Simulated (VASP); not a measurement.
# Ta (P6_3/mmc) in VASP: single point with PBEsol

Aim: the single point of Ta with PBEsol.

Everything below comes from runs of VASP 6.6.1. Logs are shortened: lines on timing, memory, paths and dates and some standing lists are left out, and cuts for length are marked.

**1. The cell of the first run**

It takes space group P6_3/mmc (No. 194, hexagonal). Conventional cell: a = 3.448 Å, b = 3.448 Å, c = 5.297 Å, α = 90.00°, β = 90.00°, γ = 120.00°. Ta (site symmetry -6m2) has 12 Ta at 3.31 to 3.45 Å within 4.4 Å.

**2. Single point, PBEsol (Au replaced by Ta, lengths x 1.150, strained)**

Contents of INCAR:

```
SYSTEM = Ta
ALGO     = Normal         ! electronic algorithm
EDIFF    = 1E-6           ! SCF threshold, eV
ENCUT    = 520            ! plane-wave cutoff, eV
GGA      = PS             ! functional
ISIF     = 2              ! what is computed and relaxed
ISMEAR   = 0              ! smearing method
LASPH    = .True.         ! aspherical terms in the spheres
LCHARG   = .False.        ! write CHGCAR
LREAL    = .False.        ! projectors in reciprocal space
LWAVE    = .False.        ! write WAVECAR
NBANDS   = 18             ! bands
NELM     = 100            ! most SCF steps
PREC     = Accurate       ! precision mode
SIGMA    = 0.1            ! smearing width, eV
```

Contents of KPOINTS:

```
k-points
0
Gamma
  15 15 8
  0 0 0
```

Contents of POSCAR:

```
Ta
1.0
    3.4480212600      0.0000000000      0.0000000000
   -1.7240106300      2.9860740040      0.0000000000
    0.0000000000      0.0000000000      5.2971106800
Ta
2
Direct
    0.3333333333      0.6666666667      0.7500000000
    0.6666666667      0.3333333333      0.2500000000
```

Potentials or basis: VASP PAW PBE potentials, release 64 (Ta_pv).

Launch:

```bash
> cat potpaw_PBE.64/Ta_pv/POTCAR > POTCAR
> mpirun -np 1 vasp_std > vasp.out
```

OUTCAR:

```text
SYSTEM = Ta
   EDIFF = 1E-6
   ENCUT = 520
   GGA = PS
   ISIF = 2
   ISMEAR = 0
   LASPH = .True.
   LREAL = .False.
   NELM = 100
   PREC = Accurate

 ion  position               nearest neighbor table
   1  0.333  0.667  0.750-   2 3.31   2 3.31   2 3.31   2 3.31   2 3.31   2 3.31
   2  0.667  0.333  0.250-   1 3.31   1 3.31   1 3.31   1 3.31   1 3.31   1 3.31

  LATTYP: Found a hexagonal cell.
 ALAT       =     3.4480212600
 C/A-ratio  =     1.5362755275

  Lattice vectors:

 A1 = (   3.4480212600,   0.0000000000,   0.0000000000)
 A2 = (  -1.7240106300,   2.9860740040,   0.0000000000)
 A3 = (   0.0000000000,   0.0000000000,   5.2971106800)

Analysis of symmetry for initial positions (statically):
=====================================================================
 Subroutine PRICEL returns:
 Original cell was already a primitive cell.

 Routine SETGRP: Setting up the symmetry group for a
 hexagonal supercell.

 Subroutine GETGRP returns: Found 24 space group operations
 (whereof 12 operations were pure point group operations)
 out of a pool of 24 trial point group operations.

The static configuration has the point symmetry D_3d.
 The point group associated with its full space group is D_6h.

Analysis of symmetry for dynamics (positions and initial velocities):
=====================================================================
 Subroutine PRICEL returns:
 Original cell was already a primitive cell.

 Routine SETGRP: Setting up the symmetry group for a
 hexagonal supercell.

 Subroutine GETGRP returns: Found 24 space group operations
 (whereof 12 operations were pure point group operations)
 out of a pool of 24 trial point group operations.

The dynamic configuration has the point symmetry D_3d.
 The point group associated with its full space group is D_6h.

 Subroutine INISYM returns: Found 24 space group operations
 (whereof 12 operations are pure point group operations),
 and found     1 'primitive' translations

----------------------------------------------------------------------------------------

                                     Primitive cell

  volume of cell :      54.5393

  direct lattice vectors                    reciprocal lattice vectors
     3.448021260  0.000000000  0.000000000     0.290021414  0.167443941  0.000000000
    -1.724010630  2.986074004  0.000000000     0.000000000  0.334887882  0.000000000
     0.000000000  0.000000000  5.297110680     0.000000000  0.000000000  0.188782161

  length of vectors
     3.448021260  3.448021260  5.297110680     0.334887882  0.334887882  0.188782161

  position of ions in fractional coordinates (direct lattice)
     0.333333333  0.666666667  0.750000000
     0.666666667  0.333333333  0.250000000

  ion indices of the primitive-cell ions
   primitive index   ion index
                 1           1
                 2           2

----------------------------------------------------------------------------------------

 KPOINTS: k-points

Automatic generation of k-mesh.
 Grid dimensions read from file:
 generate k-points for:   15   15    8

 Generating k-lattice:

  Cartesian coordinates                     Fractional coordinates (reciprocal lattice)
     0.019334761  0.011162929  0.000000000     0.066666667 -0.000000000  0.000000000
     0.000000000  0.022325859  0.000000000     0.000000000  0.066666667  0.000000000
     0.000000000  0.000000000  0.023597770     0.000000000  0.000000000  0.125000000

  Length of vectors
     0.022325859  0.022325859  0.023597770

  Shift w.r.t. Gamma in fractional coordinates (k-lattice)
     0.000000000  0.000000000  0.000000000

 Subroutine IBZKPT returns following result:
 ===========================================

 Found    135 irreducible k-points:

 Following reciprocal coordinates:
            Coordinates               Weight
  0.000000  0.000000  0.000000      1.000000
  0.066667  0.000000  0.000000      6.000000
  0.133333  0.000000  0.000000      6.000000
  0.200000 -0.000000  0.000000      6.000000
  0.266667  0.000000  0.000000      6.000000
  0.333333 -0.000000  0.000000      6.000000
[... 16 lines left out ...]
  0.333333  0.200000  0.000000     12.000000
  0.400000  0.200000  0.000000      6.000000
 [... further k-points ...]
   k-points           NKPTS =    135   k-points in BZ     NKDIM =    135   number of bands    NBANDS=     18
   number of dos      NEDOS =    301   number of ions     NIONS =      2
   total plane-waves  NPLWV =  31360
   dimension x,y,z NGX =    28 NGY =   28 NGZ =   40
   dimension x,y,z NGXF=    56 NGYF=   56 NGZF=   80
   ions per type =               2
   NGX,Y,Z   is equivalent  to a cutoff of  13.50, 13.50, 12.55 a.u.
   NGXF,Y,Z  is equivalent  to a cutoff of  27.00, 27.00, 25.11 a.u.
 SYSTEM =  Ta
   PREC   = accura    normal or accurate (medium, high low for compatibility)
   ISTART =      0    job   : 0-new  1-cont  2-samecut
   ICHARG =      2    charge: 1-file 2-atom 10-const
   ISPIN  =      1    spin polarized calculation?
   LNONCOLLINEAR =      F non collinear calculations
   LSORBIT =      F    spin-orbit coupling
   LASPH  =      T    aspherical Exc in radial PAW
   ENCUT  =  520.0 eV  38.22 Ry    6.18 a.u.   6.41  6.41  9.85*2*pi/ulx,y,z
   NELM   =    100;   NELMIN=  2; NELMDL= -5     # of ELM steps
   EDIFF  = 0.1E-05   stopping-criterion for ELM
   LREAL  =      F    real-space projection
   EDIFFG = 0.1E-04   stopping-criterion for IOM
   NSW    =      0    number of steps for IOM
   IBRION =     -1    ionic relax: 0-MD 1-quasi-New 2-CG
   NFREE  =      0    steps in history (QN), initial steepest desc. (CG)
   ISIF   =      2    stress and relaxation
   ISYM   =      2    0-nonsym 1-usesym 2-fastsym
   POTIM  = 0.5000    time-step for ionic-motion
   TEBEG  =    0.0;   TEEND  =   0.0 temperature during run
   PSTRESS=    0.0 pullay stress
   NELECT =      22.0000    total number of electrons
   NUPDOWN=      -1.0000    fix difference up-down
   EMIN   =  10.00;   EMAX   =-10.00  energy-range for DOS
   EFERMI =   0.00;   METHOD = LEGACY
   ISMEAR =     0;   SIGMA  =   0.10  broadening in eV -4-tet -1-fermi 0-gaus
   EFERMI_NEDOS =   21; number of points for ismear=-14 and -15
   IALGO  =     38    algorithm
   IMIX   =      4    mixing-type and parameters
     AMIX     =   0.40;   BMIX     =  1.00
     AMIX_MAG =   1.60;   BMIX_MAG =  1.00
  volume/ion in A,a.u.               =      27.27       184.02
  Fermi-wavevector in a.u.,A,eV,Ry     =   1.209611  2.285834 19.907497  1.463160
  Thomas-Fermi vector in A             =   2.345184
   LORBIT       =      0    0 simple, 1 ext, 2 COOP (PROOUT), +10 PAW based schemes
   GGA     = PS    functional components
   LHFCALC =     F    Hartree Fock is set to
   AEXX    =    0.0000 exact exchange contribution
   IVDW    =     0    specifies the selected vdW correction
   LEPSILON=     F    determine dielectric tensor
   LRPA    =     F    only Hartree local field effects (RPA)
 non-spin polarized calculation
 Gauss-broadening in eV      SIGMA  =   0.10
  energy-cutoff  :      520.00
  volume of cell :       54.54
 maximum number of plane-waves:      1488
 NGX is ok and might be reduce to    28
   NGX = 13   NGY = 13   NGZ = 19

 number of electron      21.9999996 magnetization

 Free energy of the ion-electron system (eV)
  ---------------------------------------------------
  ext. energy  EPLUGINS =         0.00000000
  ---------------------------------------------------
  free energy    TOTEN  =       -21.40170585 eV

  energy without entropy =      -21.37524673  energy(sigma->0) =      -21.38847629

 E-fermi :   2.8824     XC(G=0): -10.7338

 val. band max:        2.8772678217   @ k =   0.3333   0.1333   0.2500
 cond. band min:       2.8825970841   @ k =   0.1333   0.0667   0.5000
 fundamental gap:      0.0053292624
 Fermi energy:         2.8824367223

 k-point     1 :       0.0000    0.0000    0.0000
  band No.  band energies     occupation
      1     -32.2422      2.00000
      2     -32.1290      2.00000
      3     -32.1290      2.00000
      4     -32.0753      2.00000
      5     -32.0753      2.00000
      6     -31.9319      2.00000
[... 10 lines left out ...]
     17       5.8915      0.00000
     18       5.8915      0.00000

 k-point     2 :       0.0667    0.0000    0.0000
  band No.  band energies     occupation
      1     -32.2383      2.00000
      2     -32.1358      2.00000
      3     -32.1315      2.00000
      4     -32.0825      2.00000
      5     -32.0762      2.00000
      6     -31.9341      2.00000
[... 10 lines left out ...]
     17       5.9444      0.00000
     18       6.1917      0.00000

 k-point     3 :       0.1333    0.0000    0.0000
  band No.  band energies     occupation
      1     -32.2271      2.00000
      2     -32.1550      2.00000
      3     -32.1386      2.00000
      4     -32.1030      2.00000
      5     -32.0790      2.00000
      6     -31.9407      2.00000
[... 10 lines left out ...]
     17       6.0722      0.00000
     18       6.8888      0.00000

 k-point     4 :       0.2000   -0.0000    0.0000
  band No.  band energies     occupation
      1     -32.2094      2.00000
      2     -32.1833      2.00000
      3     -32.1486      2.00000
      4     -32.1328      2.00000
      5     -32.0833      2.00000
      6     -31.9515      2.00000
[... 10 lines left out ...]
     17       6.2198      0.00000
     18       7.7538      0.00000

 k-point     5 :       0.2667    0.0000    0.0000
  band No.  band energies     occupation
      1     -32.2161      2.00000
      2     -32.1869      2.00000
      3     -32.1665      2.00000
      4     -32.1599      2.00000
      5     -32.0886      2.00000
      6     -31.9660      2.00000
[... 10 lines left out ...]
     17       6.3499      0.00000
     18       8.3656      0.00000

 k-point     6 :       0.3333   -0.0000    0.0000
  band No.  band energies     occupation
      1     -32.2476      2.00000
      2     -32.1981      2.00000
      3     -32.1704      2.00000
      4     -32.1618      2.00000
      5     -32.0938      2.00000
      6     -31.9835      2.00000
[... 10 lines left out ...]
     17       6.4472      0.00000
     18       8.1459      0.00000

 k-point     7 :       0.4000    0.0000    0.0000
  band No.  band energies     occupation
      1     -32.2723      2.00000
      2     -32.2223      2.00000
      3     -32.1785      2.00000
      4     -32.1378      2.00000
      5     -32.0981      2.00000
      6     -32.0016      2.00000
[... 10 lines left out ...]
     17       6.5092      0.00000
     18       7.9356      0.00000

 k-point     8 :       0.4667   -0.0000    0.0000
  band No.  band energies     occupation
      1     -32.2859      2.00000
      2     -32.2355      2.00000
      3     -32.1829      2.00000
      4     -32.1212      2.00000
      5     -32.1004      2.00000
      6     -32.0149      2.00000
[... 10 lines left out ...]
     17       6.6117      0.00000
     18       7.4219      0.00000
[... 229 lines left out ...]
     17       6.4037      0.00000
     18       7.7067      0.00000

 k-point    20 :       0.4000    0.1333    0.0000
  band No.  band energies     occupation
      1     -32.2792      2.00000
      2     -32.2295      2.00000
      3     -32.1943      2.00000
      4     -32.1183      2.00000
      5     -32.1119      2.00000
      6     -32.0227      2.00000
[... 10 lines left out ...]
     17       6.7051      0.00000
     18       7.1482      0.00000

 k-point    21 :       0.2000    0.2000    0.0000
  band No.  band energies     occupation
      1     -32.2280      2.00000
      2     -32.2250      2.00000
      3     -32.1610      2.00000
      4     -32.1551      2.00000
      5     -32.1153      2.00000
      6     -31.9884      2.00000
[... 10 lines left out ...]
     17       6.3223      0.00000
     18       8.1005      0.00000

 k-point    22 :       0.2667    0.2000    0.0000
  band No.  band energies     occupation
      1     -32.2520      2.00000
      2     -32.2301      2.00000
      3     -32.1781      2.00000
      4     -32.1309      2.00000
      5     -32.1273      2.00000
      6     -32.0070      2.00000
[... 10 lines left out ...]
     17       6.3338      0.00000
     18       7.7062      0.00000

 k-point    23 :       0.3333    0.2000    0.0000
  band No.  band energies     occupation
      1     -32.2681      2.00000
      2     -32.2276      2.00000
      3     -32.1963      2.00000
      4     -32.1349      2.00000
      5     -32.1087      2.00000
      6     -32.0254      2.00000
[... 10 lines left out ...]
     17       6.6061      0.00000
     18       7.0619      0.00000

 k-point    24 :       0.4000    0.2000    0.0000
  band No.  band energies     occupation
      1     -32.2737      2.00000
      2     -32.2224      2.00000
      3     -32.2072      2.00000
      4     -32.1374      2.00000
      5     -32.0979      2.00000
      6     -32.0348      2.00000
[... 10 lines left out ...]
     17       6.5735      0.00000
     18       6.7535      0.00000

 [... further k-points ...]
[... 5 lines left out ...]
  --------------------------------------------------------------------------------------
  -------------------------------------------------------------------------------------
  Total      -12.7160563    -12.7160563    -11.6627505      0.0000000      0.0000000     -0.0000000
  in kB     -373.5540732   -373.5540732   -342.6115640      0.0000000      0.0000000     -0.0000000
  external PRESSURE =    -363.2399035 kB  Pullay stress =       0.0000000 kB

 VOLUME and BASIS-vectors are now :
 -----------------------------------------------------------------------------
  energy-cutoff  :      520.00
  volume of cell :       54.54
      direct lattice vectors                 reciprocal lattice vectors
     3.448021260  0.000000000  0.000000000     0.290021414  0.167443941  0.000000000
    -1.724010630  2.986074004  0.000000000     0.000000000  0.334887882  0.000000000
     0.000000000  0.000000000  5.297110680     0.000000000  0.000000000  0.188782161

 POSITION                                       TOTAL-FORCE (eV/Angst)
 -----------------------------------------------------------------------------------
     -0.00000      1.99072      3.97283        -0.000000     -0.000000      0.000000
      1.72401      0.99536      1.32428         0.000000      0.000000      0.000000
 -----------------------------------------------------------------------------------
    total drift:                               -0.000000      0.000000     -0.000000

  FREE ENERGIE OF THE ION-ELECTRON SYSTEM (eV)
  ---------------------------------------------------
  free  energy   TOTEN  =       -21.4017058525 eV

  energy  without entropy=      -21.3752467268  energy(sigma->0) =      -21.38847629
```

It took 36 s on 1 thread of Intel Xeon 6975P-C (Granite Rapids), shared host; peak memory 0.25 GiB.

What came out:

- Free energy: -21.4017 eV
- Pressure: -36.3 GPa
- Band gap on the k mesh: zero (band 11 reaches 3.33 eV, above the bottom of band 12 at 2.15 eV)

Stress tensor (GPa, compression positive):
```
-37.36   0.00   0.00
  0.00 -37.36   0.00
  0.00   0.00 -34.26
```

Levels at points of the mesh, in eV from the Fermi level:
| k point | band 9 | band 10 | band 11 | band 12 | band 13 | band 14 |
| --- | --- | --- | --- | --- | --- | --- |
| (0.00, 0.00, 0.00) | 0.20 | 0.20 | 0.31 | 0.67 | 0.74 | 0.74 |
| (0.00, 0.00, 0.50) | -0.23 | -0.23 | 0.07 | 0.07 | 0.07 | 0.07 |

Caveat: the cell differs from its parent crystal (Au replaced by Ta, lengths x 1.150, strained); the PAW data sets were made with another functional, which shifts forces and pressure a little; spin-orbit coupling is left out, which moves the levels of the heavy elements.
